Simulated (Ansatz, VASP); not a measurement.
# Two plane-wave programs on TiSn3O8

```
Ti Sn O
1.0
     3.37378   -3.38011    0.00003
     3.37457    3.38093    0.00005
     0.00006    0.00002    6.36370
Ti Sn O
1 3 8
Cartesian
  3.3742 0.0005 0.0000
  3.3742 0.0003 3.1819
  0.0001 0.0001 4.8029
  0.0000 0.0000 1.5608
  1.3708 -0.0003 0.0000
  1.3078 -0.0003 3.1819
  5.3776 0.0010 0.0001
  5.4406 0.0011 3.1819
  3.3745 -1.2819 4.8465
  3.3744 -1.2819 1.5173
  3.3739 1.2828 4.8465
  3.3739 1.2827 1.5173
```

Change from the starting cell: cell x1, atoms moved at random (sigma 0.15 Å) and cell strained at random (1.5 %), then relaxed without symmetry.

Alike in both runs: functional PBE; k mesh 4 × 4 × 2; occupations gaussian, width 0.1 eV; no spin polarisation.

Ansatz relaxed the structure, and its values are those at the end. VASP's run is a single point on that final structure, the one shown.

```csv
,VASP,Ansatz
version,VASP 6.6.1,Ansatz 0.2.0
potentials or method,"VASP PAW PBE potentials, release 64 (Ti_sv, Sn_d, O), cutoff 520 eV","scalar-relativistic, plane waves, PAW"
valence electrons in the cell,102,102
```

|  | VASP | Ansatz | Ansatz less VASP |
| --- | --- | --- | --- |
| gap on the k mesh at the Fermi level (eV) | 1.73 | 1.76 | +0.022 |
| least direct gap on the mesh (eV) | 1.84 | 1.86 | +0.014 |
| pressure (GPa) | 0.6 | 0.0 | -0.62 |
| rms of the force components (eV/Å) | 0.008 | 0.002 | -0.0060 |

The k mesh is coarse, so the values compare programs but aren't converged.
